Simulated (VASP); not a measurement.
# AlN (P6_3/mmc) in VASP: notebook, part 2 of 2

VASP 6.6.1. The steps go on from the part before.

### Step 3. Single point, PBEsol

File INCAR:

```
SYSTEM = AlN
  PREC = Accurate
  ENCUT = 520
  EDIFF = 1E-6
  ISMEAR = 0
  SIGMA = 0.05
  LREAL = .False.
  LASPH = .True.
  NELM = 100
  ALGO = Normal
  ISIF = 2
  LWAVE = .False.
  LCHARG = .False.
  GGA = PS
  NBANDS = 16
```

File KPOINTS:

```
regular mesh
0
Gamma
  9 9 6
  0 0 0
```

File POSCAR:

```
AlN
1.0
    3.2025000000      0.0000000000      0.0000000000
   -1.6012500000      2.7734463556      0.0000000000
    0.0000000000      0.0000000000      3.9756000000
Al N
2 2
Direct
    0.3333333333      0.6666666667      0.7500000000
    0.6666666667      0.3333333333      0.2500000000
    0.3333333333      0.6666666667      0.2500000000
    0.6666666667      0.3333333333      0.7500000000
```

Potentials or basis: VASP PAW PBE potentials, release 64 (Al, N).

Run with:

```sh
cat potpaw_PBE.64/Al/POTCAR potpaw_PBE.64/N/POTCAR > POTCAR
mpirun -np 1 vasp_std > vasp.out
```

OUTCAR:

```text
SYSTEM = AlN
   PREC = Accurate
   ENCUT = 520
   EDIFF = 1E-6
   ISMEAR = 0
   LREAL = .False.
   LASPH = .True.
   NELM = 100
   ISIF = 2
   GGA = PS

 ion  position               nearest neighbor table
   1  0.333  0.667  0.750-   4 1.85   4 1.85   4 1.85   3 1.99   3 1.99   2 2.71   2 2.71   2 2.71
                             2 2.71   2 2.71   2 2.71
   2  0.667  0.333  0.250-   3 1.85   3 1.85   3 1.85   4 1.99   4 1.99   1 2.71   1 2.71   1 2.71
                             1 2.71   1 2.71   1 2.71
   3  0.333  0.667  0.250-   2 1.85   2 1.85   2 1.85   1 1.99   1 1.99
   4  0.667  0.333  0.750-   1 1.85   1 1.85   1 1.85   2 1.99   2 1.99

  LATTYP: Found a hexagonal cell.
 ALAT       =     3.2025000000
 C/A-ratio  =     1.2414051522

  Lattice vectors:

 A1 = (   3.2025000000,   0.0000000000,   0.0000000000)
 A2 = (  -1.6012500000,   2.7734463556,   0.0000000000)
 A3 = (   0.0000000000,   0.0000000000,   3.9756000000)

Analysis of symmetry for initial positions (statically):
=====================================================================
 Subroutine PRICEL returns:
 Original cell was already a primitive cell.

 Routine SETGRP: Setting up the symmetry group for a
 hexagonal supercell.

 Subroutine GETGRP returns: Found 24 space group operations
 (whereof 12 operations were pure point group operations)
 out of a pool of 24 trial point group operations.

The static configuration has the point symmetry D_3d.
 The point group associated with its full space group is D_6h.

Analysis of symmetry for dynamics (positions and initial velocities):
=====================================================================
 Subroutine PRICEL returns:
 Original cell was already a primitive cell.

 Routine SETGRP: Setting up the symmetry group for a
 hexagonal supercell.

 Subroutine GETGRP returns: Found 24 space group operations
 (whereof 12 operations were pure point group operations)
 out of a pool of 24 trial point group operations.

The dynamic configuration has the point symmetry D_3d.
 The point group associated with its full space group is D_6h.
[... 126 lines left out ...]
  Thomas-Fermi vector in A             =   2.391072
   LORBIT       =      0    0 simple, 1 ext, 2 COOP (PROOUT), +10 PAW based schemes
   GGA     = PS    functional components
   LHFCALC =     F    Hartree Fock is set to
   AEXX    =    0.0000 exact exchange contribution
   IVDW    =     0    specifies the selected vdW correction
   LEPSILON=     F    determine dielectric tensor
   LRPA    =     F    only Hartree local field effects (RPA)
 non-spin polarized calculation
 Gauss-broadening in eV      SIGMA  =   0.05
  energy-cutoff  :      520.00
  volume of cell :       35.31
 maximum number of plane-waves:       966
 NGX is ok and might be reduce to    24
   NGX = 11   NGY = 11   NGZ = 15

 number of electron      16.0000003 magnetization

 Free energy of the ion-electron system (eV)
  ---------------------------------------------------
  ext. energy  EPLUGINS =         0.00000000
  ---------------------------------------------------
  free energy    TOTEN  =       -30.65726828 eV

  energy without entropy =      -30.65726828  energy(sigma->0) =      -30.65726828

 E-fermi :   9.4052     XC(G=0): -11.8902

 val. band max:        9.1997145762   @ k =   0.0000   0.0000   0.0000
 cond. band min:      13.2826838128   @ k =   0.0000   0.0000   0.0000
 fundamental gap:      4.0829692366
 Fermi energy:         9.4051681418

 k-point     1 :       0.0000    0.0000    0.0000
  band No.  band energies     occupation
      1      -8.4892      2.00000
      2      -4.0914      2.00000
      3       1.6293      2.00000
      4       5.5583      2.00000
      5       5.5583      2.00000
      6       7.4386      2.00000
[... 433 lines left out ...]
      3       1.9169      2.00000
      4       3.2677      2.00000
      5       3.2677      2.00000
      6       6.0033      2.00000
[... 8 lines left out ...]
     15      21.3182      0.00000
     16      23.6138      0.00000

 [... further k-points ...]

------------------------ aborting loop because EDIFF is reached ----------------------------------------

  FORCE on cell =-STRESS in cart. coord.  units (eV):
  Direction    XX          YY          ZZ          XY          YZ          ZX
  --------------------------------------------------------------------------------------
  -------------------------------------------------------------------------------------
  Total        5.8870660      5.8870660      5.7682120      0.0000000      0.0000000      0.0000000
  in kB      267.1147658    267.1147658    261.7219841      0.0000000      0.0000000      0.0000000
  external PRESSURE =     265.3171719 kB  Pullay stress =       0.0000000 kB

 VOLUME and BASIS-vectors are now :
 -----------------------------------------------------------------------------
  energy-cutoff  :      520.00
  volume of cell :       35.31
      direct lattice vectors                 reciprocal lattice vectors
     3.202500000  0.000000000  0.000000000     0.312256050  0.180281115  0.000000000
    -1.601250000  2.773446356  0.000000000     0.000000000  0.360562229  0.000000000
     0.000000000  0.000000000  3.975600000     0.000000000  0.000000000  0.251534360

 POSITION                                       TOTAL-FORCE (eV/Angst)
 -----------------------------------------------------------------------------------
     -0.00000      1.84896      2.98170         0.000000      0.000000      0.000000
      1.60125      0.92448      0.99390        -0.000000     -0.000000      0.000000
     -0.00000      1.84896      0.99390        -0.000000     -0.000000      0.000000
      1.60125      0.92448      2.98170         0.000000      0.000000      0.000000
 -----------------------------------------------------------------------------------
    total drift:                               -0.000000     -0.000000     -0.000000

  FREE ENERGIE OF THE ION-ELECTRON SYSTEM (eV)
  ---------------------------------------------------
  free  energy   TOTEN  =       -30.6572682796 eV

  energy  without entropy=      -30.6572682796  energy(sigma->0) =      -30.65726828
```

OSZICAR:

```text
N       E                     dE             d eps       ncg     rms          rms(c)
DAV:   1     0.446856470144E+02    0.44686E+02   -0.76394E+03  1536   0.922E+02
DAV:   2    -0.320978837497E+02   -0.76784E+02   -0.69522E+02  2224   0.197E+02
DAV:   3    -0.353053027026E+02   -0.32074E+01   -0.31933E+01  1880   0.413E+01
DAV:   4    -0.353231408605E+02   -0.17838E-01   -0.17837E-01  1872   0.349E+00
DAV:   5    -0.353233632063E+02   -0.22235E-03   -0.22235E-03  1840   0.391E-01    0.121E+01
DAV:   6    -0.307650239529E+02    0.45583E+01   -0.82030E+00  1968   0.220E+01    0.433E+00
DAV:   7    -0.306996177186E+02    0.65406E-01   -0.85365E-01  1856   0.634E+00    0.300E+00
DAV:   8    -0.306651821892E+02    0.34436E-01   -0.10228E-01  1680   0.253E+00    0.754E-01
DAV:   9    -0.306569960985E+02    0.81861E-02   -0.20635E-02  1952   0.113E+00    0.250E-01
DAV:  10    -0.306573746574E+02   -0.37856E-03   -0.21277E-03  1768   0.313E-01    0.176E-01
DAV:  11    -0.306572711908E+02    0.10347E-03   -0.15322E-04  1848   0.959E-02    0.380E-02
DAV:  12    -0.306572687648E+02    0.24260E-05   -0.84443E-06  1904   0.228E-02    0.613E-03
DAV:  13    -0.306572682796E+02    0.48518E-06   -0.17661E-06  1576   0.100E-02
   1 F= -.30657268E+02 E0= -.30657268E+02  d E =-.269729E-11
```

It took 8.1 s on 1 thread of Intel Xeon 6975P-C (Granite Rapids), shared host; peak memory 0.15 GiB.

Results:

| Item | Value |
| --- | --- |
| Free energy | -30.6573 eV |
| Pressure | 26.5 GPa |
| Band gap on the k mesh | 4.08 eV, direct |

Caveat: the PAW data sets were made with another functional, which shifts forces and pressure a little. A k mesh can miss the band edges.

### Step 4. Single point, PBEsol

This run uses another cell than the first one, of 9.10 Å³/atom, 1.029 times its volume.

File INCAR:

```
SYSTEM = AlN
PREC     = Accurate       ! precision mode
ENCUT    = 520            ! plane-wave cutoff, eV
EDIFF    = 1E-6           ! SCF threshold, eV
ISMEAR   = 0              ! smearing method
SIGMA    = 0.05           ! smearing width, eV
LREAL    = .FALSE.        ! projectors in reciprocal space
LASPH    = .TRUE.         ! aspherical terms in the spheres
NELM     = 100            ! most SCF steps
ALGO     = Normal         ! electronic algorithm
ISIF     = 2              ! what is computed and relaxed
LWAVE    = .FALSE.        ! write WAVECAR
LCHARG   = .FALSE.        ! write CHGCAR
GGA      = PS             ! functional
NBANDS   = 16             ! bands
```

File KPOINTS:

```
regular mesh
0
G
  9 9 6
  0 0 0
```

POSCAR: that of step 3 with these lines changed.

```diff
@@ -4,3 +4,3 @@
    -1.6012500000      2.7734463556      0.0000000000
-    0.0000000000      0.0000000000      3.9756000000
+    0.0000000000      0.0000000000      4.0998000000
 Al N
```

Potentials or basis: VASP PAW PBE potentials, release 64 (Al, N).

Run with:

```sh
cat potpaw_PBE.64/Al/POTCAR potpaw_PBE.64/N/POTCAR > POTCAR
mpirun -np 1 vasp_std > vasp.out
```

OUTCAR:

```text
SYSTEM = AlN
   PREC = Accurate
   ENCUT = 520
   EDIFF = 1E-6
   ISMEAR = 0
   LREAL = .FALSE.
   LASPH = .TRUE.
   NELM = 100
   ISIF = 2
   GGA = PS

 ion  position               nearest neighbor table
   1  0.333  0.667  0.750-   4 1.85   4 1.85   4 1.85   3 2.05   3 2.05   2 2.76   2 2.76   2 2.76
                             2 2.76   2 2.76   2 2.76
   2  0.667  0.333  0.250-   3 1.85   3 1.85   3 1.85   4 2.05   4 2.05   1 2.76   1 2.76   1 2.76
                             1 2.76   1 2.76   1 2.76
   3  0.333  0.667  0.250-   2 1.85   2 1.85   2 1.85   1 2.05   1 2.05
   4  0.667  0.333  0.750-   1 1.85   1 1.85   1 1.85   2 2.05   2 2.05

[... 661 lines left out ...]
  -------------------------------------------------------------------------------------
  Total        4.8679426      4.8679426      2.7754933      0.0000000      0.0000000      0.0000000
  in kB      214.1827311    214.1827311    122.1178591      0.0000000      0.0000000      0.0000000
  external PRESSURE =     183.4944405 kB  Pullay stress =       0.0000000 kB

 VOLUME and BASIS-vectors are now :
 -----------------------------------------------------------------------------
  energy-cutoff  :      520.00
  volume of cell :       36.41
      direct lattice vectors                 reciprocal lattice vectors
     3.202500000  0.000000000  0.000000000     0.312256050  0.180281115  0.000000000
    -1.601250000  2.773446356  0.000000000     0.000000000  0.360562229  0.000000000
     0.000000000  0.000000000  4.099800000     0.000000000  0.000000000  0.243914337

 POSITION                                       TOTAL-FORCE (eV/Angst)
 -----------------------------------------------------------------------------------
     -0.00000      1.84896      3.07485        -0.000000      0.000000      0.000000
      1.60125      0.92448      1.02495         0.000000     -0.000000      0.000000
     -0.00000      1.84896      1.02495         0.000000     -0.000000      0.000000
      1.60125      0.92448      3.07485         0.000000     -0.000000      0.000000
 -----------------------------------------------------------------------------------
    total drift:                               -0.000000      0.000000      0.000000

  FREE ENERGIE OF THE ION-ELECTRON SYSTEM (eV)
  ---------------------------------------------------
  free  energy   TOTEN  =       -30.7874446794 eV

  energy  without entropy=      -30.7874446794  energy(sigma->0) =      -30.78744468
```

OSZICAR:

```text
N       E                     dE             d eps       ncg     rms          rms(c)
DAV:   1     0.418940417796E+02    0.41894E+02   -0.74571E+03  1536   0.906E+02
DAV:   2    -0.321717661645E+02   -0.74066E+02   -0.68279E+02  2248   0.197E+02
DAV:   3    -0.353046600423E+02   -0.31329E+01   -0.31241E+01  1768   0.416E+01
DAV:   4    -0.353219812876E+02   -0.17321E-01   -0.17320E-01  1936   0.343E+00
DAV:   5    -0.353221976297E+02   -0.21634E-03   -0.21634E-03  1840   0.388E-01    0.119E+01
DAV:   6    -0.308783718651E+02    0.44438E+01   -0.81958E+00  1960   0.219E+01    0.422E+00
DAV:   7    -0.308279111479E+02    0.50461E-01   -0.78435E-01  1816   0.610E+00    0.294E+00
DAV:   8    -0.307947883215E+02    0.33123E-01   -0.93840E-02  1648   0.247E+00    0.761E-01
DAV:   9    -0.307871786078E+02    0.76097E-02   -0.18774E-02  1968   0.108E+00    0.254E-01
DAV:  10    -0.307875441378E+02   -0.36553E-03   -0.19276E-03  1784   0.302E-01    0.178E-01
DAV:  11    -0.307874471472E+02    0.96991E-04   -0.13903E-04  1800   0.915E-02    0.382E-02
DAV:  12    -0.307874451245E+02    0.20227E-05   -0.76461E-06  1824   0.218E-02    0.579E-03
DAV:  13    -0.307874446794E+02    0.44514E-06   -0.18106E-06  1616   0.102E-02
   1 F= -.30787445E+02 E0= -.30787445E+02  d E =-.232954E-19
```

Run time: 7.8 s. Hardware: 1 thread of Intel Xeon 6975P-C (Granite Rapids), shared host; peak memory 0.15 GiB.

Results:

```
Free energy            : -30.7874 eV
Pressure               : 18.3 GPa
Band gap on the k mesh : 3.82 eV, direct
```

Caveat: the PAW data sets were made with another functional, which shifts forces and pressure a little.

### Step 5. Single point, PBEsol

This run uses another cell than the first one, of 8.92 Å³/atom, 1.009 times its volume.

File INCAR:

```
SYSTEM = AlN
PREC = Accurate ; ENCUT = 520
EDIFF = 1E-6 ; ISMEAR = 0
SIGMA = 0.05 ; LREAL = .FALSE.
LASPH = .TRUE. ; NELM = 60
ALGO = Normal ; ISIF = 2
LWAVE = .FALSE. ; LCHARG = .TRUE.
GGA = PS ; LELF = .TRUE.
LVHAR = .TRUE. ; NBANDS = 16
```

KPOINTS is that of step 4.

POSCAR: that of step 4 with these lines changed.

```diff
@@ -4,3 +4,3 @@
    -1.6012500000      2.7734463556      0.0000000000
-    0.0000000000      0.0000000000      4.0998000000
+    0.0000000000      0.0000000000      4.0170000000
 Al N
```

Run with:

```sh
cat potpaw_PBE.64/Al/POTCAR potpaw_PBE.64/N/POTCAR > POTCAR
mpirun -np 1 vasp_std > vasp.out
```

Run time: 8 s. Hardware: 1 thread of Intel Xeon 6975P-C (Granite Rapids), shared host; peak memory 0.15 GiB.

The run converged. Its results:

* Free energy: -30.7115 eV
* Pressure: 23.6 GPa
* Band gap on the k mesh: 4.00 eV, direct

Stress tensor (GPa, compression positive):
```
24.87  0.00  0.00
 0.00 24.87  0.00
 0.00  0.00 20.99
```

Levels at points of the mesh, in eV from the valence-band top:
```
           k point  band 5  band 6  band 7  band 8  band 9  band 10  band 11  band 12
(0.00, 0.00, 0.00)   -3.61   -1.80   -1.80    0.00    4.00     5.24     8.72     8.72
(0.00, 0.00, 0.50)   -2.75   -2.75   -2.75   -2.75    6.25     6.25     8.81     8.81
```

Caveat: the PAW data sets were made with another functional, which shifts forces and pressure a little. A k mesh can miss the band edges.

### Step 6. Overview

| cell | gap on the mesh (eV) | pressure (GPa) |
| --- | --- | --- |
| a = 3.222, b = 3.222, c = 3.934 Å, angles 90.0, 90.0, 120.0°, 4 atoms | 4.09 | 25.7 |
| a = 3.203, b = 3.202, c = 3.976 Å, angles 90.0, 90.0, 120.0°, 4 atoms | 4.08 | 26.5 |
| a = 3.203, b = 3.202, c = 4.100 Å, angles 90.0, 90.0, 120.0°, 4 atoms | 3.82 | 18.3 |
| a = 3.203, b = 3.202, c = 4.017 Å, angles 90.0, 90.0, 120.0°, 4 atoms | 4.00 | 23.6 |

Alike in all rows: task single point; level PBEsol; potentials or basis VASP PAW PBE potentials, release 64 (Al, N); no spin polarisation; k mesh 9 × 9 × 6; cutoff (eV) 520; smearing gaussian 0.05 eV.

Caveats: the PAW data sets were made with another functional, which shifts forces and pressure a little.

Absolute energies hang on the potentials; compare differences alone.
